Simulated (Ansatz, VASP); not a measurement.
Mg2BeS3 in VASP and in Ansatz

```
Mg Be S
1.0
     3.41747    0.00000    0.00000
     0.00000    3.41747    0.00000
     0.00000    0.00000   11.47557
Mg Be S
2 1 3
Direct
  0.50000 0.00000 0.40248
  0.00000 0.50000 0.59752
  0.00000 0.00000 0.00000
  0.50000 0.00000 0.63044
  0.00000 0.50000 0.36956
  0.50000 0.50000 0.00000
```

Change from the starting cell: species swapped into the Ti2CuSb3 type (P-4m2, No. 115).

Alike in both runs: functional PBE; k mesh 6 × 6 × 2; occupations gaussian, width 0.1 eV; no spin polarisation.

Ansatz relaxed the structure, and its values are those at the end. VASP's run is a single point on that final structure, the one shown.

|  | VASP | Ansatz |
| --- | --- | --- |
| version | VASP 6.6.1 | Ansatz 0.2.0 |
| potentials or method | VASP PAW PBE potentials, release 64 (Mg, Be, S), cutoff 600 eV | scalar-relativistic, plane waves, PAW |
| valence electrons in the cell | 24 | 40 |

Ansatz gave:

| Item | Value |
| --- | --- |
| gap on the k mesh at the Fermi level (eV) | 0.26 |
| least direct gap on the mesh (eV) | 0.48 |
| pressure (GPa) | 0.0 |
| rms of the force components (eV/Å) | 0.003 |

Question: What did VASP give for the same quantities?

Answer: gap on the k mesh at the Fermi level (eV): 0.26; least direct gap on the mesh (eV): 0.49; pressure (GPa): -0.1; rms of the force components (eV/Å): 0.004.

The functional is the same, so the differences come from potentials, cutoffs and numerics. VASP's potentials hold 24 valence electrons a cell and Ansatz's 40, so a difference there can come from the potentials and not from the codes.
